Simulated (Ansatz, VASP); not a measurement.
# Two plane-wave programs on V

```
CELL_PARAMETERS angstrom
-3.26307 3.26240 1.27626
3.26240 -3.26307 1.27626
1.81437 1.81437 -1.27749
ATOMIC_POSITIONS crystal
V 0.00001 0.99999 0.00000
V 0.74999 0.25001 0.50000
```

Alike in both runs: task single point; functional RPBE; k mesh 16 × 16 × 14; occupations fermi-dirac, width 0.1 eV; no spin polarisation.

|  | VASP | Ansatz |
| --- | --- | --- |
| version | VASP 6.6.1 | Ansatz 0.2.0 |
| potentials or method | VASP PAW PBE potentials, release 64 (V_sv), cutoff 520 eV | plane waves (420 eV) with PAW, scalar-relativistic |
| valence electrons in the cell | 26 | 26 |

```csv
,VASP,Ansatz,Ansatz less VASP
pressure (GPa),-10.8,-11.0,-0.21
"traceless stress, the component that is largest in VASP (GPa)",-0.29,-0.29,+0.002
```

VASP's potentials were made for PBE, not for RPBE.
